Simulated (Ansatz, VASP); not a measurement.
## Two plane-wave programs on ZnS

The input POSCAR:

```
ZnS
1.0
    0.0000000000      2.7046500000      2.7046500000
    2.7046500000      0.0000000000      2.7046500000
    2.7046500000      2.7046500000      0.0000000000
Zn S
1 1
Direct
    0.0000000000      0.0000000000      0.0000000000
    0.7336599287      0.7500000000      0.7500000000
```

Contents of INCAR.step1:

```
PREC     = Accurate       # precision mode
ENCUT    = 520            # plane-wave cutoff, eV
ISMEAR   = 0              # smearing method
SIGMA    = 0.05           # smearing width, eV
LREAL    = False          # projectors in reciprocal space
LASPH    = True           # aspherical terms in the spheres
NELM     = 60             # most SCF steps
NBANDS   = 16             # bands
GGA      = PE             # functional
ALGO     = Normal         # electronic algorithm
EDIFF    = 1E-4           # SCF threshold, eV
LWAVE    = True           # write WAVECAR
LCHARG   = False          # write CHGCAR
```

The input INCAR.step2:

```
PREC     = Accurate       # precision mode
ENCUT    = 520            # plane-wave cutoff, eV
EDIFF    = 1E-6           # SCF threshold, eV
ISMEAR   = 0              # smearing method
SIGMA    = 0.05           # smearing width, eV
LREAL    = False          # projectors in reciprocal space
LASPH    = True           # aspherical terms in the spheres
NELM     = 60             # most SCF steps
ALGO     = Normal         # electronic algorithm
ISIF     = 2              # what is computed and relaxed
LWAVE    = False          # write WAVECAR
LCHARG   = True           # write CHGCAR
METAGGA  = R2SCAN         # meta-GGA
LMIXTAU  = True         
LELF     = True           # ELF
LVHAR    = True         
NBANDS   = 16             # bands
ISTART   = 1
```

File KPOINTS:

```
regular mesh
0
Gamma
  8 8 8
```

Input for Ansatz:

```yaml
crystal:
  lattice:
    - [0.0, 2.70465, 2.70465]
    - [2.70465, 0.0, 2.70465]
    - [2.70465, 2.70465, 0.0]
  atoms:
    - { symbol: Zn, position: [0.0, 0.0, 0.0] }
    - { symbol: S, position: [0.7336599287, 0.75, 0.75] }
basis:
  ecutwfc: 500
kpoints:
  mp_grid: { grid: [8, 8, 8] }
hamiltonian:
  xc: r2scan
scf:
  occupations: { method: gaussian, width: 0.05 }
output:
  forces: true
  stress: true
  eigenvalues: true
```

Change from the starting cell: all S atoms moved +0.062 Å, as atom 2 towards its neighbour atom 2 (S) at 3.825 Å.

Alike in both runs: task single point; functional r2SCAN; k mesh 8 × 8 × 8; occupations gaussian, width 0.05 eV; no spin polarisation.

|  | VASP | Ansatz |
| --- | --- | --- |
| version | VASP 6.6.1 | Ansatz 0.2.0 |
| potentials or method | VASP PAW PBE potentials, release 64 (Zn, S), cutoff 520 eV | scalar-relativistic, plane waves, PAW |
| valence electrons in the cell | 18 | 18 |

|  | VASP | Ansatz | Ansatz less VASP |
| --- | --- | --- | --- |
| gap on the k mesh at the Fermi level (eV) | 2.62 | 2.61 | -0.009 |
| least direct gap on the mesh (eV) | 2.62 | 2.61 | -0.009 |
| pressure (GPa) | -0.7 | -0.7 | -0.05 |
| traceless stress, the component that is largest in VASP (GPa) | -0.97 | -0.95 | +0.011 |
| rms of the force components (eV/Å) | 0.210 | 0.208 | -0.0018 |

VASP's potentials were made for PBE, not for r2SCAN. Atom by atom the forces differ by 0.002 eV/Å (rms over components).
